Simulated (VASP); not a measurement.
# MgO (P6_3mc) in VASP: notebook

MgO is run at these levels: PBE; tasks: single point.

All numbers are computed with VASP 6.6.1; they aren't measurements. Logs are shortened: lines on timing, memory, paths and dates and some standing lists are left out, and cuts for length are marked.

**1. The cell of the first run**

It takes space group P6_3mc (No. 186, hexagonal). Conventional cell: a = 3.226 Å, b = 3.226 Å, c = 9.953 Å, α = 90.00°, β = 90.00°, γ = 120.00°. Mg (site symmetry 3m) has 4 O at 1.89 to 1.96 Å within 2.5 Å. Mg (site symmetry 3m) has 4 O at 1.90 to 1.95 Å within 2.5 Å. O (site symmetry 3m) has 4 Mg at 1.89 to 1.95 Å within 2.5 Å. O (site symmetry 3m) has 4 Mg at 1.90 to 1.96 Å within 2.5 Å.

**2. Single point, PBE**

File INCAR:

```
SYSTEM = MgO
PREC = Accurate ; ENCUT = 520
EDIFF = 1E-6 ; ISMEAR = 0
SIGMA = 0.05 ; LREAL = .False.
LASPH = .True. ; NELM = 100
ALGO = Normal ; ISIF = 2
LWAVE = .False. ; LCHARG = .False.
GGA = PE ; NBANDS = 26
```

File KPOINTS:

```
Automatic mesh
0
Gamma
  9 9 2
  0 0 0
```

File POSCAR:

```
MgO
1.0
    3.2259000000      0.0000000000      0.0000000000
   -1.6129500000      2.7937113501      0.0000000000
    0.0000000000      0.0000000000      9.9532000000
Mg O
4 4
Direct
    0.3333333333      0.6666666667      0.9694906392
    0.0000000000      0.0000000000      0.2208211786
    0.0000000000      0.0000000000      0.7208211786
    0.6666666667      0.3333333333      0.4694906392
    0.3333333333      0.6666666667      0.7800420079
    0.0000000000      0.0000000000      0.5296443544
    0.0000000000      0.0000000000      0.0296443544
    0.6666666667      0.3333333333      0.2800420079
```

Potentials or basis: VASP PAW PBE potentials, release 64 (Mg, O).

Started as:

```
$ cat potpaw_PBE.64/Mg/POTCAR potpaw_PBE.64/O/POTCAR > POTCAR
$ mpirun -np 1 vasp_std > vasp.out
```

OUTCAR:

```text
SYSTEM = MgO
   PREC = Accurate
   ENCUT = 520
   EDIFF = 1E-6
   ISMEAR = 0
   LREAL = .False.
   LASPH = .True.
   NELM = 100
   ISIF = 2
   GGA = PE

 ion  position               nearest neighbor table
   1  0.333  0.667  0.969-   5 1.89   7 1.96   7 1.96   7 1.96   3 3.10   3 3.10   3 3.10   2 3.12
                             2 3.12   2 3.12
   2  0.000  0.000  0.221-   7 1.90   8 1.95   8 1.95   8 1.95   4 3.10   4 3.10   4 3.10   1 3.12
                             1 3.12   1 3.12
   3  0.000  0.000  0.721-   6 1.90   5 1.95   5 1.95   5 1.95   1 3.10   1 3.10   1 3.10   4 3.12
                             4 3.12   4 3.12
   4  0.667  0.333  0.469-   8 1.89   6 1.96   6 1.96   6 1.96   2 3.10   2 3.10   2 3.10   3 3.12
                             3 3.12   3 3.12
   5  0.333  0.667  0.780-   1 1.89   3 1.95   3 1.95   3 1.95
   6  0.000  0.000  0.530-   3 1.90   4 1.96   4 1.96   4 1.96
   7  0.000  0.000  0.030-   2 1.90   1 1.96   1 1.96   1 1.96
   8  0.667  0.333  0.280-   4 1.89   2 1.95   2 1.95   2 1.95

  LATTYP: Found a hexagonal cell.
 ALAT       =     3.2259000000
 C/A-ratio  =     3.0854025233

  Lattice vectors:

 A1 = (   3.2259000000,   0.0000000000,   0.0000000000)
 A2 = (  -1.6129500000,   2.7937113501,   0.0000000000)
 A3 = (   0.0000000000,   0.0000000000,   9.9532000000)

Analysis of symmetry for initial positions (statically):
=====================================================================
 Subroutine PRICEL returns:
 Original cell was already a primitive cell.

 Routine SETGRP: Setting up the symmetry group for a
 hexagonal supercell.

 Subroutine GETGRP returns: Found 12 space group operations
 (whereof  6 operations were pure point group operations)
 out of a pool of 24 trial point group operations.

The static configuration has the point symmetry C_3v.
 The point group associated with its full space group is C_6v.

Analysis of symmetry for dynamics (positions and initial velocities):
=====================================================================
 Subroutine PRICEL returns:
 Original cell was already a primitive cell.

 Routine SETGRP: Setting up the symmetry group for a
 hexagonal supercell.

 Subroutine GETGRP returns: Found 12 space group operations
 (whereof  6 operations were pure point group operations)
 out of a pool of 24 trial point group operations.

[... 115 lines left out ...]
   NSW    =      0    number of steps for IOM
   IBRION =     -1    ionic relax: 0-MD 1-quasi-New 2-CG
   NFREE  =      0    steps in history (QN), initial steepest desc. (CG)
   ISIF   =      2    stress and relaxation
   ISYM   =      2    0-nonsym 1-usesym 2-fastsym
   POTIM  = 0.5000    time-step for ionic-motion
   TEBEG  =    0.0;   TEEND  =   0.0 temperature during run
   PSTRESS=    0.0 pullay stress
   NELECT =      32.0000    total number of electrons
   NUPDOWN=      -1.0000    fix difference up-down
   EMIN   =  10.00;   EMAX   =-10.00  energy-range for DOS
   EFERMI =   0.00;   METHOD = LEGACY
   ISMEAR =     0;   SIGMA  =   0.05  broadening in eV -4-tet -1-fermi 0-gaus
   EFERMI_NEDOS =   21; number of points for ismear=-14 and -15
   IALGO  =     38    algorithm
   IMIX   =      4    mixing-type and parameters
     AMIX     =   0.40;   BMIX     =  1.00
     AMIX_MAG =   1.60;   BMIX_MAG =  1.00
  volume/ion in A,a.u.               =      11.21        75.67
  Fermi-wavevector in a.u.,A,eV,Ry     =   1.161074  2.194111 18.341905  1.348092
  Thomas-Fermi vector in A             =   2.297650
   LORBIT       =      0    0 simple, 1 ext, 2 COOP (PROOUT), +10 PAW based schemes
   GGA     = PE    functional components
   LHFCALC =     F    Hartree Fock is set to
   AEXX    =    0.0000 exact exchange contribution
   IVDW    =     0    specifies the selected vdW correction
   LEPSILON=     F    determine dielectric tensor
   LRPA    =     F    only Hartree local field effects (RPA)
 non-spin polarized calculation
 Gauss-broadening in eV      SIGMA  =   0.05
  energy-cutoff  :      520.00
  volume of cell :       89.70
 maximum number of plane-waves:      2472
 NGX is ok and might be reduce to    24
   NGX = 11   NGY = 11   NGZ = 37

 number of electron      32.0000011 magnetization

 Free energy of the ion-electron system (eV)
  ---------------------------------------------------
  ext. energy  EPLUGINS =         0.00000000
  ---------------------------------------------------
  free energy    TOTEN  =       -46.57129499 eV

  energy without entropy =      -46.57129499  energy(sigma->0) =      -46.57129499

 E-fermi :   1.5109     XC(G=0):  -9.9683

 val. band max:        1.2687669482   @ k =   0.0000   0.0000   0.0000
 cond. band min:       5.1218843041   @ k =   0.0000   0.0000   0.0000
 fundamental gap:      3.8531173559
 Fermi energy:         1.5108592013

 k-point     1 :       0.0000    0.0000    0.0000
  band No.  band energies     occupation
      1     -14.9886      2.00000
      2     -14.5958      2.00000
      3     -14.5645      2.00000
      4     -14.1336      2.00000
      5      -1.9960      2.00000
      6      -0.7581      2.00000
[... 685 lines left out ...]
     25      15.0207      0.00000
     26      15.0340      0.00000

------------------------ aborting loop because EDIFF is reached ----------------------------------------

  FORCE on cell =-STRESS in cart. coord.  units (eV):
  Direction    XX          YY          ZZ          XY          YZ          ZX
  --------------------------------------------------------------------------------------
  -------------------------------------------------------------------------------------
  Total        4.6252916      4.6252916     10.6591036     -0.0000000      0.0000000      0.0000000
  in kB       82.6141691     82.6141691    190.3864783     -0.0000000      0.0000000      0.0000000
  external PRESSURE =     118.5382722 kB  Pullay stress =       0.0000000 kB

 VOLUME and BASIS-vectors are now :
 -----------------------------------------------------------------------------
  energy-cutoff  :      520.00
  volume of cell :       89.70
      direct lattice vectors                 reciprocal lattice vectors
     3.225900000  0.000000000  0.000000000     0.309991010  0.178973393  0.000000000
    -1.612950000  2.793711350  0.000000000     0.000000000  0.357946786  0.000000000
     0.000000000  0.000000000  9.953200000     0.000000000  0.000000000  0.100470201

 POSITION                                       TOTAL-FORCE (eV/Angst)
 -----------------------------------------------------------------------------------
     -0.00000      1.86247      9.64953        -0.000000     -0.000000      0.565029
      0.00000      0.00000      2.19788        -0.000000      0.000000      0.559810
      0.00000      0.00000      7.17448         0.000000     -0.000000      0.559810
      1.61295      0.93124      4.67293         0.000000      0.000000      0.565029
     -0.00000      1.86247      7.76391         0.000000     -0.000000     -0.596381
      0.00000      0.00000      5.27166        -0.000000     -0.000000     -0.528457
      0.00000      0.00000      0.29506        -0.000000     -0.000000     -0.528457
      1.61295      0.93124      2.78731        -0.000000     -0.000000     -0.596381
 -----------------------------------------------------------------------------------
    total drift:                                0.000000      0.000001     -0.000549

  FREE ENERGIE OF THE ION-ELECTRON SYSTEM (eV)
  ---------------------------------------------------
  free  energy   TOTEN  =       -46.5712949923 eV

  energy  without entropy=      -46.5712949923  energy(sigma->0) =      -46.57129499
```

Run time: 28 s. Hardware: 1 thread of Intel Xeon 6975P-C (Granite Rapids), shared host; peak memory 0.22 GiB.

What came out:

```yaml
Free_energy: -46.5713 eV
Pressure: 11.9 GPa
Largest_force: 0.596 eV/Å
Band_gap_on_the_k_mesh: 3.85 eV, direct
```

Forces in eV/Å, atoms in the order of the input:
```
Mg   0.000  0.000  0.565
Mg   0.000  0.000  0.560
Mg   0.000  0.000  0.560
Mg   0.000  0.000  0.565
O    0.000  0.000 -0.596
O    0.000  0.000 -0.528
O    0.000  0.000 -0.528
O    0.000  0.000 -0.596
```

**3. Single point, PBE**

This run uses another cell than the first one, of 11.35 Å³/atom, 1.012 times its volume.

File INCAR:

```
SYSTEM = MgO
  PREC = Accurate
  ENCUT = 520
  EDIFF = 1E-6
  ISMEAR = 0
  SIGMA = 0.05
  LREAL = .FALSE.
  LASPH = .TRUE.
  NELM = 100
  ALGO = Normal
  ISIF = 2
  LWAVE = .FALSE.
  LCHARG = .FALSE.
  GGA = PE
  NBANDS = 26
```

File KPOINTS:

```
regular mesh
0
G
  9 9 2
  0 0 0
```

POSCAR, as its differences from that of step 2:

```diff
@@ -2,5 +2,5 @@
 1.0
-    3.2259000000      0.0000000000      0.0000000000
-   -1.6129500000      2.7937113501      0.0000000000
-    0.0000000000      0.0000000000      9.9532000000
+    3.1165000000      0.0000000000      0.0000000000
+   -1.5582500000      2.6989681709      0.0000000000
+    0.0000000000      0.0000000000     10.7943000000
 Mg O
```

Potentials or basis: VASP PAW PBE potentials, release 64 (Mg, O).

Started as:

```
$ cat potpaw_PBE.64/Mg/POTCAR potpaw_PBE.64/O/POTCAR > POTCAR
$ mpirun -np 1 vasp_std > vasp.out
```

Wall time 31 s (1 thread of Intel Xeon 6975P-C (Granite Rapids), shared host); peak memory 0.21 GiB.

It converged, with:

```
Free energy            : -46.4044 eV
Pressure               : 11.2 GPa
Largest force          : 0.757 eV/Å
Band gap on the k mesh : 3.85 eV, direct
```

Forces in eV/Å, atoms in the order of the input:
```
Mg   0.000  0.000 -0.692
Mg   0.000  0.000 -0.757
Mg   0.000  0.000 -0.757
Mg   0.000  0.000 -0.692
O    0.000  0.000  0.731
O    0.000  0.000  0.718
O    0.000  0.000  0.718
O    0.000  0.000  0.731
```

Stress tensor (GPa, compression positive):
```
18.07  0.00  0.00
 0.00 18.07  0.00
 0.00  0.00 -2.50
```

Levels at points of the mesh, in eV from the valence-band top:
```
           k point  band 14  band 15  band 16  band 17  band 18  band 19
(0.00, 0.00, 0.00)    -0.06     0.00     0.00     3.85     6.25     6.32
(0.00, 0.00, 0.50)    -0.02    -0.02    -0.02     4.69     4.69     7.94
```

PBE gaps usually lie below the measured ones, often by a third to a half.
